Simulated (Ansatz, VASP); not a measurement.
BiP in VASP and in Ansatz

Contents of INCAR:

```
SYSTEM = BiP
ALGO = Normal
EDIFF = 1E-7
ENCUT = 520
ISIF = 2
ISMEAR = 0
LASPH = .TRUE.
LCHARG = .FALSE.
LREAL = .FALSE.
LWAVE = .FALSE.
NBANDS = 28
NELM = 100
PREC = Accurate
SIGMA = 0.05
```

KPOINTS

```
k-points
0
G
  10 10 6
  0 0 0
```

File POSCAR:

```
BiP
1.0
    4.0498966654      0.0000000000      0.0000000000
   -2.0249483327      3.5073133950      0.0000000000
    0.0000000000      0.0000000000      7.2164800216
Bi P
2 2
Direct
    0.0000000000      0.0000000000      0.0000000000
    0.0000000000      0.0000000000      0.5000000000
    0.3333333333      0.6666666667      0.2500000000
    0.6666666667      0.3333333333      0.7500000000
```

Input for Ansatz:

```yaml
crystal:
  lattice:
    - [4.0498966654, 0.0, 0.0]
    - [-2.0249483327, 3.507313395, 0.0]
    - [0.0, 0.0, 7.2164800216]
  atoms:
    - { symbol: Bi, position: [0.0, 0.0, 0.0] }
    - { symbol: Bi, position: [0.0, 0.0, 0.5] }
    - { symbol: P, position: [0.3333333333, 0.6666666667, 0.25] }
    - { symbol: P, position: [0.6666666667, 0.3333333333, 0.75] }
basis:
  ecutwfc: 420
  ecutrho_ratio: 4
kpoints:
  mp_grid: { grid: [10, 10, 6] }
hamiltonian:
  xc: lda
scf:
  occupations: { method: gaussian, width: 0.05 }
output:
  forces: true
  stress: true
  eigenvalues: true
  populations: true
```

Alike in both runs: task single point; functional LDA; k mesh 10 × 10 × 6; occupations gaussian, width 0.05 eV; no spin polarisation.

|  | VASP | Ansatz |
| --- | --- | --- |
| version | VASP 6.6.1 | Ansatz 0.2.0 |
| potentials or method | VASP PAW LDA potentials, release 64 (Bi_d, P), cutoff 520 eV | scalar-relativistic, plane waves, PAW |
| valence electrons in the cell | 40 | 40 |

VASP gave:

```
gap on the k mesh at the Fermi level (eV)                     : none
pressure (GPa)                                                : -4.1
traceless stress, the component that is largest in VASP (GPa) : -0.31
```

What did Ansatz give for the same quantities?

gap on the k mesh at the Fermi level (eV): none; pressure (GPa): -4.2; traceless stress, the component that is largest in VASP (GPa): -0.36.

LDA's correlation is that of Perdew and Zunger in VASP and of Perdew and Wang (1992) in Ansatz. A gap of «none» marks a metal or a gap that the smearing closes.

Spin-orbit coupling is off throughout.
